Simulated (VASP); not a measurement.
A run of VASP 6.6.1:

File INCAR:

```
ALGO = Normal
EDIFF = 1E-6
ENCUT = 520
GGA = PS
ISIF = 2
ISMEAR = 0
ISPIN = 2
LASPH = T
LCHARG = T
LELF = T
LMAXMIX = 4
LORBIT = 11
LREAL = F
LVHAR = T
LWAVE = F
MAGMOM = 4.07 0 0 0
NBANDS = 29
NELM = 150
PREC = Accurate
SIGMA = 0.05
```

File KPOINTS:

```
k-points
0
Gamma
  6 6 6
```

The input POSCAR:

```
MnBr3
1.0
    5.0579840753      0.0000000000      0.0000000000
    0.0000000000      5.0579840753      0.0000000000
    0.0000000000      0.0000000000      5.0579840753
Mn Br
1 3
Direct
    0.0000000000      0.0000000000      0.0000000000
    0.5000000000      0.0000000000      0.0000000000
    0.0000000000      0.0000000000      0.5000000000
    0.0000000000      0.5000000000      0.0000000000
```

Potentials or basis: VASP PAW PBE potentials, release 64 (Mn_pv, Br).

Launch:

```bash
$ cat potpaw_PBE.64/Mn_pv/POTCAR potpaw_PBE.64/Br/POTCAR > POTCAR
$ mpirun -np 1 vasp_std > vasp.out
```

Hardware: 1 thread of Intel Xeon 8259CL, with other jobs on the host.

Question: How long does it take, and how much memory?

Answer: It took 7 min on 1 thread of Intel Xeon 8259CL, on a shared host, peak memory 0.35 GiB. Counts: scf iterations 17, k points 20.
